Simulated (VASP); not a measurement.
Wanted: the native input for a VASP 6.6.1 run.

```yaml
Task: single point
Functional: PBE
Potentials_or_basis: VASP PAW PBE potentials, release 64 (As, Pt)
Cutoff: 500 eV
k_mesh: 4 × 4 × 4
Occupations: gaussian, width 0.1 eV
Spin: no spin polarisation
Dipole_correction: no
Further_INCAR_settings: ALGO = Normal; EDIFF = 1e-06; NBANDS = 52
```

The structure of As2Pt lies in POSCAR:

```
As2Pt
1.0
    6.0083503700      0.0000000000      0.0000000000
    0.0000000000      6.0083503700      0.0000000000
    0.0000000000      0.0000000000      6.0083503700
As Pt
8 4
Direct
    0.3840897700      0.3840897700      0.3840897700
    0.1159102400      0.6159102300      0.8840897700
    0.8840897700      0.1159102400      0.6159102300
    0.6159102300      0.8840897700      0.1159102400
    0.6159102300      0.6159102300      0.6159102300
    0.8840897700      0.3840897700      0.1159102400
    0.1159102400      0.8840897700      0.3840897700
    0.3840897700      0.1159102400      0.8840897700
    0.0000000000      0.0000000000      0.0000000000
    0.5000000000      0.0000000000      0.5000000000
    0.5000000000      0.5000000000      0.0000000000
    0.0000000000      0.5000000000      0.5000000000
```

These files were run (other wordings do the same):

INCAR

```
PREC     = Accurate       # precision mode
ENCUT    = 500            # plane-wave cutoff, eV
EDIFF    = 1E-6           # SCF threshold, eV
ISMEAR   = 0              # smearing method
SIGMA    = 0.1            # smearing width, eV
LREAL    = F              # projectors in reciprocal space
LASPH    = T              # aspherical terms in the spheres
NELM     = 120            # most SCF steps
ALGO     = Normal         # electronic algorithm
ISIF     = 2              # what is computed and relaxed
LWAVE    = F              # write WAVECAR
LCHARG   = T              # write CHGCAR
GGA      = PE             # functional
LELF     = T              # ELF
LVHAR    = T            
NBANDS   = 52             # bands
GGA_COMPAT= F
```

KPOINTS

```
Automatic mesh
0
Gamma
  4 4 4
```

Potentials or basis: VASP PAW PBE potentials, release 64 (As, Pt).

Launch:

```bash
$ cat potpaw_PBE.64/As/POTCAR potpaw_PBE.64/Pt/POTCAR > POTCAR
$ mpirun -np 1 vasp_std > vasp.out
```

Results of the run:

```yaml
Pressure: 3.7 GPa
Largest_force: 0.195 eV/Å
Band_gap_on_the_k_mesh: 0.45 eV, indirect (least direct gap 0.91 eV)
```

Caveat: spin-orbit coupling is left out, which moves the levels of the heavy elements.

Run time: 58 s on 1 thread of Intel(R) Xeon(R) Platinum 8481C CPU @ 2.70GHz (Sapphire Rapids) (shared host), peak memory 0.36 GiB.
